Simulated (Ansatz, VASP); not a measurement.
**WSe in VASP and in Ansatz**

The input INCAR:

```
PREC     = Accurate       # precision mode
ENCUT    = 520            # plane-wave cutoff, eV
EDIFF    = 1E-7           # SCF threshold, eV
ISMEAR   = 0              # smearing method
SIGMA    = 0.1            # smearing width, eV
LREAL    = F              # projectors in reciprocal space
LASPH    = T              # aspherical terms in the spheres
NELM     = 150            # most SCF steps
ALGO     = Normal         # electronic algorithm
ISIF     = 2              # what is computed and relaxed
LWAVE    = F              # write WAVECAR
LCHARG   = F              # write CHGCAR
ISPIN    = 2              # spin polarisation
MAGMOM   = 1 -1 0 0       # initial moments
LORBIT   = 11             # projections on sites
LMAXMIX  = 4              # l up to which the mixer works
GGA      = PS             # functional
NBANDS   = 32             # bands
```

Contents of KPOINTS:

```
regular mesh
0
Gamma
  14 14 7
```

POSCAR

```
WSe
1.0
    0.0000000000      2.7923343792      2.7923343792
    2.7923343792      0.0000000000      2.7923343792
    5.5846687584      5.5846687584      0.0000000000
W Se
2 2
Direct
    1.0000000000      1.0000000000      1.0000000000
    1.0000000000      1.0000000000      0.5000000000
    0.2500000000      0.2500000000      0.1250000000
    0.2500000000      0.2500000000      0.6250000000
```

Input for Ansatz:

```yaml
crystal:
  lattice:
    - [0.0, 2.7923343796, 2.7923343796]
    - [2.7923343796, 0.0, 2.7923343796]
    - [5.5846687592, 5.5846687592, 0.0]
  atoms:
    - { symbol: W, position: [1.0, 1.0, 1.0], spin: 1.0 }
    - { symbol: Se, position: [0.25, 0.25, 0.125] }
    - { symbol: W, position: [1.0, 1.0, 0.5], spin: -1.0 }
    - { symbol: Se, position: [0.25, 0.25, 0.625] }
basis:
  ecutwfc: 420
kpoints:
  mp_grid: { grid: [14, 14, 7] }
hamiltonian:
  xc: pbesol
scf:
  occupations: { method: gaussian, width: 0.1 }
  lower_state_search: "off"
output:
  forces: true
  stress: true
  eigenvalues: true
  populations: true
magnetization:
  spin_polarized: true
```

Alike in both runs: task single point; functional PBEsol; k mesh 14 × 14 × 7; occupations gaussian, width 0.1 eV; collinear spin.

```csv
,VASP,Ansatz
version,VASP 6.6.1,Ansatz 0.2.0
potentials or method,"VASP PAW PBE potentials, release 64 (W_sv, Se), cutoff 520 eV","scalar-relativistic, plane waves, PAW"
valence electrons in the cell,40,60
```

Ansatz gave:

| Quantity | Value |
| --- | --- |
| gap on the k mesh at the Fermi level (eV) | none |
| pressure (GPa) | 0.0 |
| net moment per atom (μB) | 0.00 |

**Question.** Estimate VASP's values.

**Answer.** gap on the k mesh at the Fermi level (eV): none; pressure (GPa): 0.4; net moment per atom (μB): 0.00.

VASP's potentials were made for PBE, not for PBEsol. A gap of «none» marks a metal or a gap that the smearing closes. With one functional, cell and mesh, what is left measures potentials, basis and numerics. VASP's potentials hold 40 valence electrons a cell and Ansatz's 60, so a difference there can come from the potentials and not from the codes. Ansatz's warnings: seeded moment not kept.

Neither program's run includes spin-orbit coupling.
